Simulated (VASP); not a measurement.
# CaSe (Fm-3m) in VASP: a series of runs, part 2 of 2

VASP 6.6.1. The steps go on from the part before.

## (3) Elastic constants, PBEsol

This run uses another cell than the first one, of 21.90 Å³/atom.

Contents of INCAR:

```
PREC = Accurate
ENCUT = 600
EDIFF = 1E-8
ISMEAR = 0
SIGMA = 0.01
LREAL = False
LASPH = True
NELM = 100
ALGO = Normal
ISIF = 3
LWAVE = False
LCHARG = True
GGA = PS
IBRION = 6
NFREE = 2
POTIM = 0.015
NSW = 1
```

Contents of KPOINTS:

```
regular mesh
0
Gamma
  8 8 8
```

Contents of POSCAR:

```
CaSe
1.0
    0.0000000000      2.7975947934      2.7975947934
    2.7975947934      0.0000000000      2.7975947934
    2.7975947934      2.7975947934      0.0000000000
Ca Se
1 1
Direct
    0.0000000000      0.0000000000      0.0000000000
    0.5000000000      0.5000000000      0.5000000000
```

Potentials or basis: VASP PAW PBE potentials, release 64 (Ca_sv, Se).

The run is started by

```sh
$ cat potpaw_PBE.64/Ca_sv/POTCAR potpaw_PBE.64/Se/POTCAR > POTCAR
$ mpirun -np 1 vasp_std > vasp.out
```

OUTCAR:

```text
PREC = Accurate
   ENCUT = 600
   EDIFF = 1E-8
   ISMEAR = 0
   LREAL = False
   LASPH = True
   NELM = 100
   ISIF = 3
   GGA = PS
   IBRION = 6
   NFREE = 2
   POTIM = 0.015
   NSW = 1

 ion  position               nearest neighbor table
   1  0.000  0.000  0.000-   2 2.80   2 2.80   2 2.80   2 2.80   2 2.80   2 2.80
   2  0.500  0.500  0.500-   1 2.80   1 2.80   1 2.80   1 2.80   1 2.80   1 2.80

  LATTYP: Found a face centered cubic cell.
 ALAT       =     5.5951895868

  Lattice vectors:

 A1 = (   0.0000000000,   2.7975947934,   2.7975947934)
 A2 = (   2.7975947934,   0.0000000000,   2.7975947934)
 A3 = (   2.7975947934,   2.7975947934,   0.0000000000)

Analysis of symmetry for initial positions (statically):
=====================================================================
 Subroutine PRICEL returns:
 Original cell was already a primitive cell.

 Routine SETGRP: Setting up the symmetry group for a
 face centered cubic supercell.

 Subroutine GETGRP returns: Found 48 space group operations
 (whereof 48 operations were pure point group operations)
 out of a pool of 48 trial point group operations.

The static configuration has the point symmetry O_h .

Analysis of symmetry for dynamics (positions and initial velocities):
=====================================================================
 Subroutine PRICEL returns:
 Original cell was already a primitive cell.

 Routine SETGRP: Setting up the symmetry group for a
[... 732 lines left out ...]
      8       3.6180      2.00000
      9       7.1069      0.00000
     10       7.1076      0.00000
     11       7.1076      0.00000
     12       7.7844      0.00000
[... 374 lines left out ...]
  FREE ENERGIE OF THE ION-ELECTRON SYSTEM (eV)
  ---------------------------------------------------
  free  energy   TOTEN  =        -9.8748569144 eV

  energy  without entropy=       -9.8748569144  energy(sigma->0) =       -9.87485691

 INTERNAL STRAIN TENSORS FROM STRAINED CELLS
 ============================================

 INTERNAL STRAIN TENSOR FOR ION    1 for displacements in x,y,z  (eV/Angst):
          X           Y           Z          XY          YZ          ZX
  --------------------------------------------------------------------------------
  x     0.00000    -0.00000     0.00000     0.00000     0.00000    -0.00000
  y    -0.00000    -0.00000    -0.00000    -0.00000     0.00000    -0.00000
  z     0.00000     0.00000    -0.00000     0.00000    -0.00000     0.00000

 INTERNAL STRAIN TENSORS FROM DISPLACED ATOMS
 ============================================

 INTERNAL STRAIN TENSOR FOR ION    1 for displacements in x,y,z  (eV/Angst):
          X           Y           Z          XY          YZ          ZX
  --------------------------------------------------------------------------------
  x     0.00000     0.00000     0.00000     0.00000     0.00000     0.00000
  y     0.00000     0.00000     0.00000     0.00000     0.00000     0.00000
  z     0.00000     0.00000     0.00000     0.00000     0.00000     0.00000

 INTERNAL STRAIN TENSOR FOR ION    2 for displacements in x,y,z  (eV/Angst):
          X           Y           Z          XY          YZ          ZX
  --------------------------------------------------------------------------------
  x     0.00000     0.00000     0.00000     0.00000     0.00000     0.00000
  y     0.00000     0.00000     0.00000     0.00000     0.00000     0.00000
  z     0.00000     0.00000     0.00000     0.00000     0.00000     0.00000

 Eigenvectors and eigenvalues of the dynamical matrix
 ----------------------------------------------------

   1 f  =    7.206811 THz    45.281731 2PiTHz  240.393349 cm-1    29.804963 meV
             X         Y         Z           dx          dy          dz
      0.000000  0.000000  0.000000     0.000000    0.814549    0.000000
      2.797595  2.797595  2.797595     0.000000   -0.580095    0.000000
[... 21 lines left out ...]
   6 f/i=    0.001310 THz     0.008231 2PiTHz    0.043695 cm-1     0.005417 meV
             X         Y         Z           dx          dy          dz
      0.000000  0.000000  0.000000     0.000000    0.000000   -0.580095
      2.797595  2.797595  2.797595     0.000000    0.000000   -0.814549

--------------------------------------------------------------------------------------------------------

 ELASTIC MODULI CONTR FROM IONIC RELAXATION (kBar)
 Direction    XX          YY          ZZ          XY          YZ          ZX
 --------------------------------------------------------------------------------
 XX           0.0000      0.0000      0.0000      0.0000      0.0000      0.0000
 YY           0.0000      0.0000      0.0000      0.0000      0.0000      0.0000
 ZZ           0.0000      0.0000      0.0000      0.0000      0.0000      0.0000
 XY           0.0000      0.0000      0.0000      0.0000      0.0000      0.0000
 YZ           0.0000      0.0000      0.0000      0.0000      0.0000      0.0000
 ZX           0.0000      0.0000      0.0000      0.0000      0.0000      0.0000
 --------------------------------------------------------------------------------

 TOTAL ELASTIC MODULI (kBar)
 Direction    XX          YY          ZZ          XY          YZ          ZX
 --------------------------------------------------------------------------------
 XX        2098.2776    175.1791    175.1791     -0.0000     -0.0000     -0.0000
 YY         175.1791   2098.2776    175.1791     -0.0000     -0.0000      0.0000
 ZZ         175.1791    175.1791   2098.2776     -0.0000      0.0000      0.0000
 XY          -0.0000     -0.0000     -0.0000    274.6599      0.0000      0.0000
 YZ          -0.0000     -0.0000      0.0000      0.0000    274.6599     -0.0000
 ZX          -0.0000      0.0000      0.0000      0.0000     -0.0000    274.6599
 --------------------------------------------------------------------------------
```

OSZICAR:

```text
N       E                     dE             d eps       ncg     rms          rms(c)
DAV:   1     0.116599546984E+03    0.11660E+03   -0.84922E+03   696   0.140E+03
DAV:   2    -0.429711224753E+01   -0.12090E+03   -0.11702E+03   780   0.311E+02
DAV:   3    -0.969759825008E+01   -0.54005E+01   -0.52222E+01   920   0.588E+01
[... 206 lines left out ...]
DAV:   4    -0.987485528734E+01    0.32715E-04   -0.16844E-04  1764   0.808E-02    0.153E-02
DAV:   5    -0.987485693790E+01   -0.16506E-05   -0.18072E-05  1720   0.333E-02    0.931E-03
DAV:   6    -0.987485696499E+01   -0.27089E-07   -0.80978E-07  1848   0.909E-03    0.510E-03
DAV:   7    -0.987485691485E+01    0.50142E-07   -0.14919E-07  1804   0.409E-03    0.940E-04
DAV:   8    -0.987485691445E+01    0.39904E-09   -0.29674E-08  1656   0.189E-03
  17 F= -.98748569E+01 E0= -.98748569E+01  d E =-.160021E-15
```

stdout:

```text
POSCAR found type information on POSCAR CaSe
 POSCAR found :  2 types and       2 ions
 scaLAPACK will be used
 -----------------------------------------------------------------------------
|                                                                             |
|                                                                             |
|     You enforced a specific xc type in the INCAR file but a different       |
|     I HOPE YOU KNOW WHAT YOU ARE DOING!                                     |
|                                                                             |
[... 33 lines left out ...]
 Finite differences progress:
 bond charge predicted
 Finite differences progress:
 bond charge predicted
 Finite differences progress:
 bond charge predicted
 Finite differences progress:
 bond charge predicted
 Finite differences progress:
 bond charge predicted
 Finite differences progress:
```

It took 16 min on 1 thread of Oxide Virtual Turin-like, shared host; peak memory 0.3 GiB.

What came out:

| Item | Value |
| --- | --- |
| Elastic constants C11, C12, C44 | 210, 18, 27 GPa |
| Voigt bulk modulus | 82 GPa |
| Highest phonon frequency at Γ, LO-TO splitting left out | 240 cm⁻¹ |

Phonon frequencies in cm⁻¹ (negative: imaginary):
```tsv
q point	frequencies
(0.000, 0.000, 0.000)	0 0 0 240 240 240
```

Elastic tensor in Voigt notation (GPa, in the Cartesian axes of the cell as first typed):
```
210  18  18   0   0   0
 18 210  18   0   0   0
 18  18 210   0   0   0
  0   0   0  27   0   0
  0   0   0   0  27   0
  0   0   0   0   0  27
```

Clamped-ion elastic tensor (GPa):
```
210  18  18   0   0   0
 18 210  18   0   0   0
 18  18 210   0   0   0
  0   0   0  27   0   0
  0   0   0   0  27   0
  0   0   0   0   0  27
```

Caveat: the cell is under stress, which shifts elastic constants; the PAW data sets were made with another functional, which shifts forces and pressure a little.

## (4) Elastic constants, PBEsol

This run uses another cell than the first one, of 22.69 Å³/atom.

Contents of INCAR:

```
  ALGO = Normal
  EDIFF = 1E-8
  ENCUT = 600
  GGA = PS
  IBRION = 6
  ISIF = 3
  ISMEAR = 0
  LASPH = True
  LCHARG = False
  LREAL = False
  LWAVE = False
  NBANDS = 15
  NELM = 100
  NFREE = 2
  NSW = 1
  POTIM = 0.015
  PREC = Accurate
  SIGMA = 0.01
```

Contents of KPOINTS:

```
k-points
0
Gamma
  8 8 8
```

Contents of POSCAR:

```
CaSe
1.0
    0.0000000000      2.8310888239      2.8310888239
    2.8310888239      0.0000000000      2.8310888239
    2.8310888239      2.8310888239      0.0000000000
Ca Se
1 1
Direct
    0.0000000000      0.0000000000      0.0000000000
    0.5000000000      0.5000000000      0.5000000000
```

The run is started by

```sh
$ cat potpaw_PBE.64/Ca_sv/POTCAR potpaw_PBE.64/Se/POTCAR > POTCAR
$ mpirun -np 1 vasp_std > vasp.out
```

Run time: 16 min. Hardware: 1 thread of Oxide Virtual Turin-like, shared host; peak memory 0.33 GiB.

The run converged. Its results:

| Property | Result |
| --- | --- |
| Elastic constants C11, C12, C44 | 184, 18, 28 GPa |
| Voigt bulk modulus | 73 GPa |
| Highest phonon frequency at Γ, LO-TO splitting left out | 226 cm⁻¹ |

Phonon frequencies in cm⁻¹ (negative: imaginary):
```csv
q point,frequencies
"(0.000, 0.000, 0.000)",0 0 0 226 226 226
```

Elastic tensor in Voigt notation (GPa, in the Cartesian axes of the cell as first typed):
```
184  18  18   0   0   0
 18 184  18   0   0   0
 18  18 184   0   0   0
  0   0   0  28   0   0
  0   0   0   0  28   0
  0   0   0   0   0  28
```

Clamped-ion elastic tensor (GPa):
```
184  18  18   0   0   0
 18 184  18   0   0   0
 18  18 184   0   0   0
  0   0   0  28   0   0
  0   0   0   0  28   0
  0   0   0   0   0  28
```

Caveat: the cell is under stress, which shifts elastic constants; the PAW data sets were made with another functional, which shifts forces and pressure a little.
